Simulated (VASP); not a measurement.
# Te (Fd-3m) in VASP: notebook, part 2 of 2

VASP 6.6.1. The steps go on from the part before.

**4. Relaxation of cell and atoms, PBEsol**

This run uses another cell than the first one, of 38.11 Å³/atom.

File INCAR:

```
ALGO = Normal
EDIFF = 1E-6
EDIFFG = -0.04
ENCUT = 600
GGA = PS
IBRION = 2
ISIF = 3
ISMEAR = 0
LASPH = T
LCHARG = F
LREAL = F
LWAVE = F
NELM = 80
NSW = 90
PREC = Accurate
SIGMA = 0.1
```

File KPOINTS:

```
k-points
0
Gamma
  4 4 4
```

File POSCAR:

```
Te
1.0
    0.0000000000      3.3651726021      3.3651726021
    3.3651726021      0.0000000000      3.3651726021
    3.3651726021      3.3651726021      0.0000000000
Te
2
Direct
    0.5000000000      0.5000000000      0.5000000000
    0.7500000000      0.7500000000      0.7500000000
```

Potentials or basis: VASP PAW PBE potentials, release 64 (Te).

Launch:

```bash
$ cat potpaw_PBE.64/Te/POTCAR > POTCAR
$ mpirun -np 1 vasp_std > vasp.out
```

OUTCAR:

```text
EDIFF = 1E-6
   EDIFFG = -0.04
   ENCUT = 600
   GGA = PS
   IBRION = 2
   ISIF = 3
   ISMEAR = 0
   LASPH = T
   LREAL = F
   NELM = 80
   NSW = 90
   PREC = Accurate

 ion  position               nearest neighbor table
   1  0.500  0.500  0.500-   2 2.91   2 2.91   2 2.91   2 2.91
   2  0.750  0.750  0.750-   1 2.91   1 2.91   1 2.91   1 2.91

  LATTYP: Found a face centered cubic cell.
 ALAT       =     6.7303452042

  Lattice vectors:

 A1 = (   0.0000000000,   3.3651726021,   3.3651726021)
 A2 = (   3.3651726021,   0.0000000000,   3.3651726021)
 A3 = (   3.3651726021,   3.3651726021,   0.0000000000)

Analysis of symmetry for initial positions (statically):
=====================================================================
 Subroutine PRICEL returns:
 Original cell was already a primitive cell.

 Routine SETGRP: Setting up the symmetry group for a
 face centered cubic supercell.

 Subroutine GETGRP returns: Found 48 space group operations
 (whereof 24 operations were pure point group operations)
 out of a pool of 48 trial point group operations.

The static configuration has the point symmetry T_d .
 The point group associated with its full space group is O_h .

Analysis of symmetry for dynamics (positions and initial velocities):
=====================================================================
 Subroutine PRICEL returns:
 Original cell was already a primitive cell.

 Routine SETGRP: Setting up the symmetry group for a
 face centered cubic supercell.

 Subroutine GETGRP returns: Found 48 space group operations
 (whereof 24 operations were pure point group operations)
 out of a pool of 48 trial point group operations.

The dynamic configuration has the point symmetry T_d .
 The point group associated with its full space group is O_h .

 Subroutine INISYM returns: Found 48 space group operations
 (whereof 24 operations are pure point group operations),
 and found     1 'primitive' translations

----------------------------------------------------------------------------------------

                                     Primitive cell

  volume of cell :      76.2170

  direct lattice vectors                    reciprocal lattice vectors
     0.000000000  3.365172602  3.365172602    -0.148580789  0.148580789  0.148580789
     3.365172602  0.000000000  3.365172602     0.148580789 -0.148580789  0.148580789
     3.365172602  3.365172602  0.000000000     0.148580789  0.148580789 -0.148580789

  length of vectors
     4.759072734  4.759072734  4.759072734     0.257349475  0.257349475  0.257349475

  position of ions in fractional coordinates (direct lattice)
     0.500000000  0.500000000  0.500000000
     0.750000000  0.750000000  0.750000000

  ion indices of the primitive-cell ions
   primitive index   ion index
                 1           1
                 2           2

----------------------------------------------------------------------------------------

 KPOINTS: k-points

Automatic generation of k-mesh.
 Grid dimensions read from file:
 generate k-points for:    4    4    4

 Generating k-lattice:

  Cartesian coordinates                     Fractional coordinates (reciprocal lattice)
    -0.037145197  0.037145197  0.037145197     0.250000000  0.000000000  0.000000000
     0.037145197 -0.037145197  0.037145197     0.000000000  0.250000000  0.000000000
     0.037145197  0.037145197 -0.037145197     0.000000000  0.000000000  0.250000000

  Length of vectors
     0.064337369  0.064337369  0.064337369

  Shift w.r.t. Gamma in fractional coordinates (k-lattice)
     0.000000000  0.000000000  0.000000000

 Subroutine IBZKPT returns following result:
 ===========================================

 Found      8 irreducible k-points:

 Following reciprocal coordinates:
            Coordinates               Weight
  0.000000  0.000000  0.000000      1.000000
  0.250000  0.000000  0.000000      8.000000
  0.500000  0.000000  0.000000      4.000000
  0.250000  0.250000  0.000000      6.000000
  0.500000  0.250000  0.000000     24.000000
 -0.250000  0.250000  0.000000     12.000000
  0.500000  0.500000  0.000000      3.000000
 -0.250000  0.500000  0.250000      6.000000
   k-points           NKPTS =      8   k-points in BZ     NKDIM =      8   number of bands    NBANDS=     10
   number of dos      NEDOS =    301   number of ions     NIONS =      2
   total plane-waves  NPLWV =  64000
   dimension x,y,z NGX =    40 NGY =   40 NGZ =   40
   dimension x,y,z NGXF=    80 NGYF=   80 NGZF=   80
   ions per type =               2
   NGX,Y,Z   is equivalent  to a cutoff of  13.97, 13.97, 13.97 a.u.
   NGXF,Y,Z  is equivalent  to a cutoff of  27.95, 27.95, 27.95 a.u.
 SYSTEM =  unknown system
   PREC   = accura    normal or accurate (medium, high low for compatibility)
   ISTART =      0    job   : 0-new  1-cont  2-samecut
   ICHARG =      2    charge: 1-file 2-atom 10-const
   ISPIN  =      1    spin polarized calculation?
   LNONCOLLINEAR =      F non collinear calculations
   LSORBIT =      F    spin-orbit coupling
   LASPH  =      T    aspherical Exc in radial PAW
   ENCUT  =  600.0 eV  44.10 Ry    6.64 a.u.   9.51  9.51  9.51*2*pi/ulx,y,z
   NELM   =     80;   NELMIN=  2; NELMDL= -5     # of ELM steps
   EDIFF  = 0.1E-05   stopping-criterion for ELM
   LREAL  =      F    real-space projection
   EDIFFG = -.4E-01   stopping-criterion for IOM
   NSW    =     90    number of steps for IOM
   IBRION =      2    ionic relax: 0-MD 1-quasi-New 2-CG
   NFREE  =      1    steps in history (QN), initial steepest desc. (CG)
   ISIF   =      3    stress and relaxation
   ISYM   =      2    0-nonsym 1-usesym 2-fastsym
   POTIM  = 0.5000    time-step for ionic-motion
   TEBEG  =    0.0;   TEEND  =   0.0 temperature during run
   PSTRESS=    0.0 pullay stress
   NELECT =      12.0000    total number of electrons
   NUPDOWN=      -1.0000    fix difference up-down
   EMIN   =  10.00;   EMAX   =-10.00  energy-range for DOS
   EFERMI =   0.00;   METHOD = LEGACY
   ISMEAR =     0;   SIGMA  =   0.10  broadening in eV -4-tet -1-fermi 0-gaus
   EFERMI_NEDOS =   21; number of points for ismear=-14 and -15
   IALGO  =     38    algorithm
   IMIX   =      4    mixing-type and parameters
     AMIX     =   0.40;   BMIX     =  1.00
     AMIX_MAG =   1.60;   BMIX_MAG =  1.00
  volume/ion in A,a.u.               =      38.11       257.17
  Fermi-wavevector in a.u.,A,eV,Ry     =   0.883998  1.670514 10.632304  0.781452
  Thomas-Fermi vector in A             =   2.004839
   LORBIT       =      0    0 simple, 1 ext, 2 COOP (PROOUT), +10 PAW based schemes
   GGA     = PS    functional components
   LHFCALC =     F    Hartree Fock is set to
   AEXX    =    0.0000 exact exchange contribution
   IVDW    =     0    specifies the selected vdW correction
   LEPSILON=     F    determine dielectric tensor
   LRPA    =     F    only Hartree local field effects (RPA)
 conjugate gradient relaxation of ions
 non-spin polarized calculation
 Gauss-broadening in eV      SIGMA  =   0.10
  energy-cutoff  :      600.00
  volume of cell :       76.22
 maximum number of plane-waves:      2637
 NGX is ok and might be reduce to    40
   NGX = 19   NGY = 19   NGZ = 19

--------------------------------------- Ionic step        1  -------------------------------------------

 number of electron      12.0000000 magnetization

 Free energy of the ion-electron system (eV)
  ---------------------------------------------------
  ext. energy  EPLUGINS =         0.00000000
  ---------------------------------------------------
  free energy    TOTEN  =        -5.77090271 eV

  energy without entropy =       -5.75421031  energy(sigma->0) =       -5.76255651

------------------------ aborting loop because EDIFF is reached ----------------------------------------

  FORCE on cell =-STRESS in cart. coord.  units (eV):
  Direction    XX          YY          ZZ          XY          YZ          ZX
  --------------------------------------------------------------------------------------
  -------------------------------------------------------------------------------------
  Total        3.0500456      3.0500456      3.0500456     -0.0000000     -0.0000000      0.0000000
  in kB       64.1157725     64.1157725     64.1157725     -0.0000000     -0.0000000      0.0000000
  external PRESSURE =      64.1157725 kB  Pullay stress =       0.0000000 kB
[... 57 lines left out ...]
  energy  without entropy=       -5.9456306581  energy(sigma->0) =       -5.95284115

--------------------------------------- Ionic step        3  -------------------------------------------

 number of electron      11.9999999 magnetization

 Free energy of the ion-electron system (eV)
  ---------------------------------------------------
  ext. energy  EPLUGINS =         0.00000000
  ---------------------------------------------------
  free energy    TOTEN  =        -5.99142617 eV

  energy without entropy =       -5.97842886  energy(sigma->0) =       -5.98492752

 E-fermi :   3.5924     XC(G=0):  -7.8870

 val. band max:        3.3796057077   @ k =   0.2500   0.0000   0.0000
 cond. band min:       3.5997802200   @ k =  -0.2500   0.2500   0.0000
 fundamental gap:      0.2201745124
 Fermi energy:         3.5924391960

 k-point     1 :       0.0000    0.0000    0.0000
  band No.  band energies     occupation
      1      -9.6301      2.00000
      2      -5.0572      2.00000
      3       0.4518      2.00000
      4       0.4518      2.00000
      5       0.4518      2.00000
      6       2.8194      2.00000
      7       2.8194      2.00000
      8       2.8194      2.00000
      9       7.0556      0.00000
     10       9.4379      0.00000
[... 118 lines left out ...]
  FREE ENERGIE OF THE ION-ELECTRON SYSTEM (eV)
  ---------------------------------------------------
  free  energy   TOTEN  =        -5.9914261738 eV

  energy  without entropy=       -5.9784288644  energy(sigma->0) =       -5.98492752

 reached required accuracy - stopping structural energy minimisation
```

OSZICAR:

```text
N       E                     dE             d eps       ncg     rms          rms(c)
DAV:   1     0.543363175099E+02    0.54336E+02   -0.47491E+03   160   0.103E+03
DAV:   2    -0.262073991281E+01   -0.56957E+02   -0.55437E+02   250   0.137E+02
DAV:   3    -0.573448242606E+01   -0.31137E+01   -0.30990E+01   202   0.379E+01
[... 26 lines left out ...]
DAV:   7    -0.599142242369E+01   -0.11901E-04   -0.58388E-06   178   0.183E-02    0.518E-02
DAV:   8    -0.599143038572E+01   -0.79620E-05   -0.45888E-06   152   0.146E-02    0.142E-01
DAV:   9    -0.599142834346E+01    0.20423E-05   -0.20801E-07   100   0.335E-03    0.828E-02
DAV:  10    -0.599142678585E+01    0.15576E-05   -0.14072E-07    80   0.288E-03    0.353E-02
DAV:  11    -0.599142617376E+01    0.61209E-06   -0.41486E-08    80   0.188E-03
   3 F= -.59914262E+01 E0= -.59849275E+01  d E =-.220523E+00
```

CONTCAR:

```text
Te
   1.00000000000000
    -0.0000000000000000    3.5387957948998570    3.5387957948998570
     3.5387957948998570   -0.0000000000000000    3.5387957948998570
     3.5387957948998570    3.5387957948998570   -0.0000000000000000
  Te
     2
Direct
     0.5000000000000000    0.5000000000000000    0.5000000000000000
     0.7500000000000000    0.7500000000000000    0.7500000000000000

  0.00000000E+00  0.00000000E+00  0.00000000E+00
  0.00000000E+00  0.00000000E+00  0.00000000E+00
```

Wall time 53 s (1 thread of Intel Xeon 8259CL, shared host); peak memory 0.24 GiB.

What came out:

```
Free energy                           : -5.9914 eV
Relaxed volume                        : 44.32 Å³/atom
Relaxed cell                          : a = 5.005 Å, b = 5.005 Å, c = 5.005 Å, α = 60.00°, β = 60.00°, γ = 60.00°
Space group after relaxing (to 0.1 Å) : Fd-3m (No. 227)
Energy gained by relaxing             : 110.3 meV/atom
Ionic steps                           : 3
Pressure after relaxing               : 0.0 GPa
Band gap on the k mesh                : zero (bands 6 and 7 overlap by 0.96 eV)
```

Step by step:
```tsv
step	energy change (eV)	largest force (eV/Å)	pressure (GPa)	volume (Å³)
1	0.0000	0.0000	6.41	76.22
2	-0.1891	0.0000	-1.67	94.31
3	-0.2205	0.0000	0.01	88.63
```

Final structure:
```
CELL_PARAMETERS angstrom
0.00000 3.53880 3.53880
3.53880 0.00000 3.53880
3.53880 3.53880 0.00000
ATOMIC_POSITIONS crystal
Te 0.50000 0.50000 0.50000
Te 0.75000 0.75000 0.75000
```

Caveat: the k points lie up to 0.38 Å⁻¹ apart in the final cell, too coarse for converged energies and pressures of a metal; the volume moved by over 15 % at a fixed basis, so the end points are rough; the PAW data sets were made with another functional, which shifts forces and pressure a little; spin-orbit coupling is left out, which moves the levels of the heavy elements.

**5. Summary**

| task | cell | k mesh | cutoff (eV) | gap on the mesh (eV) | pressure (GPa) |
| --- | --- | --- | --- | --- | --- |
| single point | a = 4.991 Å, angles 60.0°, 2 atoms | 4 × 4 × 4 | 520 | none | 0.3 |
| single point | a = 4.759 Å, angles 60.0°, 2 atoms | 6 × 6 × 6 | 520 | none | 5.7 |
| relaxation of cell and atoms | relaxed from a = 4.759 Å, angles 60.0°, 2 atoms | 4 × 4 × 4 | 600 | none | 0.0 |

Alike in all rows: level PBEsol; potentials or basis VASP PAW PBE potentials, release 64 (Te); no spin polarisation; smearing gaussian 0.1 eV.

Caveats: some runs use coarse meshes; the PAW data sets were made with another functional, which shifts forces and pressure a little; spin-orbit coupling is left out, which moves the levels of the heavy elements; the cell stands under pressure (at least some runs); the volume moved by over 15 % at a fixed basis, so the end points are rough (at least some runs).

Absolute energies hang on the potentials; compare differences alone.

The gap in the log of VASP goes by the Fermi energy; the results here count the filled bands.